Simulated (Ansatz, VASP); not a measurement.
# Sr2Y: VASP beside Ansatz

```
CELL_PARAMETERS angstrom
6.36851 0.00000 0.00000
-3.18426 5.51529 0.00000
0.00000 0.00000 3.71482
ATOMIC_POSITIONS crystal
Sr 0.33333 0.66667 0.50000
Sr 0.66667 0.33333 0.50000
Y 0.00000 0.00000 0.00000
```

Alike in both runs: functional PBE; k mesh 12 × 12 × 12; occupations gaussian, width 0.1 eV; no spin polarisation.

Ansatz relaxed the structure, and its values are those at the end. VASP's run is a single point on that final structure, the one shown.

|  | VASP | Ansatz |
| --- | --- | --- |
| version | VASP 6.6.1 | Ansatz 0.2.0 |
| potentials or method | VASP PAW PBE potentials, release 64 (Sr_sv, Y_sv), cutoff 520 eV | scalar-relativistic, plane waves, PAW |
| valence electrons in the cell | 31 | 31 |

Ansatz gave:

- gap on the k mesh at the Fermi level (eV): none
- pressure (GPa): 0.0

Task: Estimate VASP's values.

Result: gap on the k mesh at the Fermi level (eV): none; pressure (GPa): 0.1.

A gap of «none» marks a metal or a gap that the smearing closes.
